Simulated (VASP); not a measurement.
# CaCSe3 (Pm-3m) in VASP: vibrations by perturbation theory with LDA

Aim: the vibrations by perturbation theory of CaCSe3 with LDA.

All numbers are computed with VASP 6.6.1; they aren't measurements. Logs are shortened: lines on timing, memory, paths and dates and some standing lists are left out, and cuts for length are marked.

**1. The cell of the first run**

It takes space group Pm-3m (No. 221, cubic). The conventional cell has a = 4.476 Å, b = 4.476 Å, c = 4.476 Å, α = 90.00°, β = 90.00°, γ = 90.00°. Ca (site symmetry m-3m) has 12 Se at 3.17 Å and 8 C at 3.88 Å within 4.2 Å. C (site symmetry m-3m) has 6 Se at 2.24 Å within 3.0 Å. Within 3.0 Å of Se (site symmetry 4/mmm) lie 2 C at 2.24 Å.

**2. Vibrations by perturbation theory, LDA**

File INCAR:

```
SYSTEM = CaCSe3
PREC = Accurate
ENCUT = 520
EDIFF = 1E-8
ISMEAR = -1
SIGMA = 0.15
LREAL = .False.
LASPH = .True.
NELM = 80
ALGO = Normal
ISIF = 2
LWAVE = .False.
LCHARG = .False.
IBRION = 8
NSW = 1
```

File KPOINTS:

```
Automatic mesh
0
Gamma
  8 8 8
  0 0 0
```

File POSCAR:

```
CaCSe3
1.0
    4.4763000000      0.0000000000      0.0000000000
    0.0000000000      4.4763000000      0.0000000000
    0.0000000000      0.0000000000      4.4763000000
Ca C Se
1 1 3
Direct
    0.0000000000      0.0000000000      0.0000000000
    0.5000000000      0.5000000000      0.5000000000
    0.5000000000      0.5000000000      0.0000000000
    0.5000000000      0.0000000000      0.5000000000
    0.0000000000      0.5000000000      0.5000000000
```

Potentials or basis: VASP PAW LDA potentials, release 64 (Ca_sv, C, Se).

Run with:

```
$ cat potpaw_LDA.64/Ca_sv/POTCAR potpaw_LDA.64/C/POTCAR potpaw_LDA.64/Se/POTCAR > POTCAR
$ mpirun -np 1 vasp_std > vasp.out
```

OUTCAR:

```text
SYSTEM = CaCSe3
   PREC = Accurate
   ENCUT = 520
   EDIFF = 1E-8
   ISMEAR = -1
   LREAL = .False.
   LASPH = .True.
   NELM = 80
   ISIF = 2
   IBRION = 8
   NSW = 1

 ion  position               nearest neighbor table
   1  0.000  0.000  0.000-
   2  0.500  0.500  0.500-   3 2.24   4 2.24   5 2.24   3 2.24   4 2.24   5 2.24
   3  0.500  0.500  0.000-   2 2.24   2 2.24
   4  0.500  0.000  0.500-   2 2.24   2 2.24
   5  0.000  0.500  0.500-   2 2.24   2 2.24

  LATTYP: Found a simple cubic cell.
 ALAT       =     4.4763000000

  Lattice vectors:

 A1 = (   4.4763000000,   0.0000000000,   0.0000000000)
 A2 = (   0.0000000000,   4.4763000000,   0.0000000000)
 A3 = (   0.0000000000,   0.0000000000,   4.4763000000)

Analysis of symmetry for initial positions (statically):
=====================================================================
 Subroutine PRICEL returns:
 Original cell was already a primitive cell.

 Routine SETGRP: Setting up the symmetry group for a
 simple cubic supercell.

 Subroutine GETGRP returns: Found 48 space group operations
 (whereof 48 operations were pure point group operations)
 out of a pool of 48 trial point group operations.

The static configuration has the point symmetry O_h .

Analysis of symmetry for dynamics (positions and initial velocities):
=====================================================================
 Subroutine PRICEL returns:
 Original cell was already a primitive cell.

 Routine SETGRP: Setting up the symmetry group for a
 simple cubic supercell.

 Subroutine GETGRP returns: Found 48 space group operations
 (whereof 48 operations were pure point group operations)
 out of a pool of 48 trial point group operations.

The dynamic configuration has the point symmetry O_h .

 Subroutine INISYM returns: Found 48 space group operations
 (whereof 48 operations are pure point group operations),
 and found     1 'primitive' translations

----------------------------------------------------------------------------------------

                                     Primitive cell

  volume of cell :      89.6928

  direct lattice vectors                    reciprocal lattice vectors
     4.476300000  0.000000000  0.000000000     0.223398789  0.000000000  0.000000000
     0.000000000  4.476300000  0.000000000     0.000000000  0.223398789  0.000000000
     0.000000000  0.000000000  4.476300000     0.000000000  0.000000000  0.223398789

  length of vectors
     4.476300000  4.476300000  4.476300000     0.223398789  0.223398789  0.223398789

  position of ions in fractional coordinates (direct lattice)
     0.000000000  0.000000000  0.000000000
     0.500000000  0.500000000  0.500000000
     0.500000000  0.500000000  0.000000000
     0.500000000  0.000000000  0.500000000
     0.000000000  0.500000000  0.500000000

  ion indices of the primitive-cell ions
   primitive index   ion index
                 1           1
                 2           2
                 3           3
                 4           4
                 5           5

----------------------------------------------------------------------------------------

 KPOINTS: Automatic mesh

Automatic generation of k-mesh.
 Grid dimensions read from file:
 generate k-points for:    8    8    8

 Generating k-lattice:

  Cartesian coordinates                     Fractional coordinates (reciprocal lattice)
     0.027924849  0.000000000  0.000000000     0.125000000  0.000000000  0.000000000
     0.000000000  0.027924849  0.000000000     0.000000000  0.125000000  0.000000000
     0.000000000  0.000000000  0.027924849     0.000000000  0.000000000  0.125000000

  Length of vectors
[... 86 lines left out ...]
 non-spin polarized calculation
  energy-cutoff  :      520.00
  volume of cell :       89.69
 maximum number of plane-waves:      2469
 NGX is ok and might be reduce to    36
   NGX = 17   NGY = 17   NGZ = 17

--------------------------------------- Ionic step        1  -------------------------------------------

 number of electron      31.9999991 magnetization

 Free energy of the ion-electron system (eV)
  ---------------------------------------------------
  ext. energy  EPLUGINS =         0.00000000
  ---------------------------------------------------
  free energy    TOTEN  =       -24.31645687 eV

  energy without entropy =      -24.13341277  energy(sigma->0) =      -24.22493482

 E-fermi :   5.4079     XC(G=0): -10.7555

 val. band max:        5.4042970445   @ k =   0.5000   0.3750   0.3750
 cond. band min:       5.4331354421   @ k =   0.3750   0.3750   0.2500
 fundamental gap:      0.0288383977
 Fermi energy:         5.4079260984

 k-point     1 :       0.0000    0.0000    0.0000
  band No.  band energies     occupation
      1     -34.7301      2.00000
      2     -16.0520      2.00000
      3     -16.0520      2.00000
      4     -16.0520      2.00000
      5     -10.8271      2.00000
      6      -6.4434      2.00000
[... 541 lines left out ...]
     19       8.0884      0.00000
     20       9.2031      0.00000

 [... further k-points ...]
[... 5 lines left out ...]
  --------------------------------------------------------------------------------------
  -------------------------------------------------------------------------------------
  Total       -0.3658098     -0.3658098     -0.3658098     -0.0000000      0.0000000      0.0000000
  in kB       -6.5344404     -6.5344404     -6.5344404     -0.0000000      0.0000000      0.0000000
  external PRESSURE =      -6.5344404 kB  Pullay stress =       0.0000000 kB

 VOLUME and BASIS-vectors are now :
 -----------------------------------------------------------------------------
  energy-cutoff  :      520.00
  volume of cell :       89.69
      direct lattice vectors                 reciprocal lattice vectors
     4.476300000  0.000000000  0.000000000     0.223398789  0.000000000  0.000000000
     0.000000000  4.476300000  0.000000000     0.000000000  0.223398789  0.000000000
     0.000000000  0.000000000  4.476300000     0.000000000  0.000000000  0.223398789

 POSITION                                       TOTAL-FORCE (eV/Angst)
 -----------------------------------------------------------------------------------
      0.00000      0.00000      0.00000         0.000000      0.000000      0.000000
      2.23815      2.23815      2.23815         0.000000      0.000000      0.000000
      2.23815      2.23815      0.00000         0.000000      0.000000      0.000000
      2.23815      0.00000      2.23815         0.000000      0.000000      0.000000
      0.00000      2.23815      2.23815         0.000000      0.000000      0.000000
 -----------------------------------------------------------------------------------
    total drift:                                0.000000      0.000000      0.000000

  FREE ENERGIE OF THE ION-ELECTRON SYSTEM (eV)
  ---------------------------------------------------
  free  energy   TOTEN  =       -24.3164568669 eV

  energy  without entropy=      -24.1334127679  energy(sigma->0) =      -24.22493482

[... ionic steps 2 to 9 ...]

--------------------------------------- Ionic step       10  -------------------------------------------

------------------------ aborting loop because EDIFF is reached ----------------------------------------

[... ionic steps 11 to 11 ...]

--------------------------------------- Ionic step       12  -------------------------------------------

 Free energy of the ion-electron system (eV)
  ---------------------------------------------------
  ---------------------------------------------------
  free energy    TOTEN  =        -0.08406524 eV

  energy without entropy =       -0.08406535

------------------------ aborting loop because EDIFF is reached ----------------------------------------

 INTERNAL STRAIN TENSOR  FOR ION    3  DIRECTION 3   (eV/Angst):
 -----------------------------------------------------------------------------
    -0.01035  0.00000 -0.00000
     0.00000 -0.01035  0.00000
     0.00000 -0.00000 -0.00427

 INTERNAL STRAIN TENSOR FOR ION    5 for displacements in x,y,z  (eV/Angst):
          X           Y           Z          XY          YZ          ZX
  --------------------------------------------------------------------------------
  x     0.00000     0.00000     0.00000     0.00000     0.00000     0.00000
  y     0.00000     0.00000     0.00000     0.00000     0.00000     0.00000
  z     0.00000     0.00000     0.00000     0.00000     0.00000     0.00000

 SECOND DERIVATIVES (NOT SYMMETRIZED)
 ------------------------------------
               1X          1Y          1Z          2X          2Y          2Z          3X          3Y          3Z          4X          4Y          4Z          5X          5Y          5Z
  1X    -1.907070    0.000000   -0.000000    0.486455    0.000000   -0.000000    0.744944   -0.000000    0.000000    0.744944    0.000000    0.000000   -0.069273    0.000000    0.000000
  1Y     0.000000   -1.907070   -0.000000    0.000000    0.486455   -0.000000   -0.000000    0.744944    0.000000    0.000000   -0.069273    0.000000    0.000000    0.744944    0.000000
  1Z    -0.000000   -0.000000   -1.907070   -0.000000   -0.000000    0.486455    0.000000    0.000000   -0.069273    0.000000    0.000000    0.744944    0.000000    0.000000    0.744944
  2X     0.484862   -0.000000    0.000000   12.557889   -0.000000   -0.000000   -0.805330    0.000000    0.000000   -0.805330   -0.000000    0.000000  -11.432091    0.000000    0.000000
  2Y     0.000000    0.484862    0.000000    0.000000   12.557889   -0.000000    0.000000   -0.805330    0.000000   -0.000000  -11.432091    0.000000    0.000000   -0.805330    0.000000
  2Z    -0.000000    0.000000    0.484862    0.000000   -0.000000   12.557889    0.000000   -0.000000  -11.432091    0.000000    0.000000   -0.805330   -0.000000    0.000000   -0.805330
  3X     0.739963    0.000000    0.000000   -0.811041    0.000000    0.000000   -2.936854    0.000000    0.000000   -0.197615    0.000000    0.000000    3.205548    0.000000    0.000000
  3Y     0.000000    0.739963    0.000000    0.000000   -0.811041    0.000000    0.000000   -2.936854    0.000000    0.000000    3.205548    0.000000    0.000000   -0.197615    0.000000
  3Z    -0.000000    0.000000   -0.076754    0.000000    0.000000  -11.430209    0.000000    0.000000    5.097752    0.000000   -0.000000    3.204605   -0.000000    0.000000    3.204605
  4X     0.739963    0.000000    0.000000   -0.811041    0.000000    0.000000   -0.197615    0.000000    0.000000   -2.936854    0.000000    0.000000    3.205548    0.000000    0.000000
  4Y     0.000000   -0.076754   -0.000000    0.000000  -11.430209   -0.000000    0.000000    3.204605   -0.000000    0.000000    5.097752    0.000000   -0.000000    3.204605    0.000000
  4Z     0.000000    0.000000    0.739963    0.000000    0.000000   -0.811041    0.000000    0.000000    3.205548    0.000000    0.000000   -2.936854    0.000000    0.000000   -0.197615
  5X    -0.076754   -0.000000    0.000000  -11.430209    0.000000   -0.000000    3.204605    0.000000   -0.000000    3.204605   -0.000000    0.000000    5.097752    0.000000    0.000000
  5Y     0.000000    0.739963    0.000000    0.000000   -0.811041    0.000000    0.000000   -0.197615    0.000000    0.000000    3.205548    0.000000    0.000000   -2.936854    0.000000
  5Z     0.000000    0.000000    0.739963    0.000000    0.000000   -0.811041    0.000000    0.000000    3.205548    0.000000    0.000000   -0.197615    0.000000    0.000000   -2.936854

 Eigenvectors and eigenvalues of the dynamical matrix
 ----------------------------------------------------

   1 f  =    4.842489 THz    30.426256 2PiTHz  161.528049 cm-1    20.026917 meV
             X         Y         Z           dx          dy          dz
      0.000000  0.000000  0.000000     0.166790    0.040967   -0.029990
      2.238150  2.238150  2.238150     0.198123    0.048663   -0.035623
      2.238150  2.238150  0.000000    -0.438246   -0.107642   -0.122479
      2.238150  0.000000  2.238150    -0.438246    0.167311    0.078798
      0.000000  2.238150  2.238150     0.681181   -0.107642    0.078798
[... 105 lines left out ...]
  15 f/i=   16.930666 THz   106.378511 2PiTHz  564.746223 cm-1    70.019576 meV
             X         Y         Z           dx          dy          dz
      0.000000  0.000000  0.000000     0.000000   -0.000000   -0.016836
      2.238150  2.238150  2.238150    -0.000000    0.000000   -0.946494
      2.238150  2.238150  0.000000    -0.000000   -0.000000    0.319288
      2.238150  0.000000  2.238150     0.000000   -0.000000    0.030990
      0.000000  2.238150  2.238150     0.000000    0.000000    0.030990

--------------------------------------------------------------------------------------------------------

 ELASTIC MODULI CONTR FROM IONIC RELAXATION (kBar)
 Direction    XX          YY          ZZ          XY          YZ          ZX
 --------------------------------------------------------------------------------
 XX           0.0000      0.0000      0.0000      0.0000      0.0000      0.0000
 YY           0.0000      0.0000      0.0000      0.0000      0.0000      0.0000
 ZZ           0.0000      0.0000      0.0000      0.0000      0.0000      0.0000
 XY           0.0000      0.0000      0.0000      0.0000      0.0000      0.0000
 YZ           0.0000      0.0000      0.0000      0.0000      0.0000      0.0000
 ZX           0.0000      0.0000      0.0000      0.0000      0.0000      0.0000
 --------------------------------------------------------------------------------
```

It took 16 min on 1 thread of Intel Xeon Platinum 8488C (Sapphire Rapids), shared host; peak memory 0.61 GiB.

What came out:

- Highest phonon frequency at Γ, LO-TO splitting left out: 162 cm⁻¹
- Most unstable mode: 565i cm⁻¹

Phonon frequencies in cm⁻¹ (negative: imaginary):
| q point | frequencies |
| --- | --- |
| (0.000, 0.000, 0.000) | -565 -565 -565 0 0 0 97 97 97 121 121 121 162 162 162 |

Caveat: some modes are imaginary.
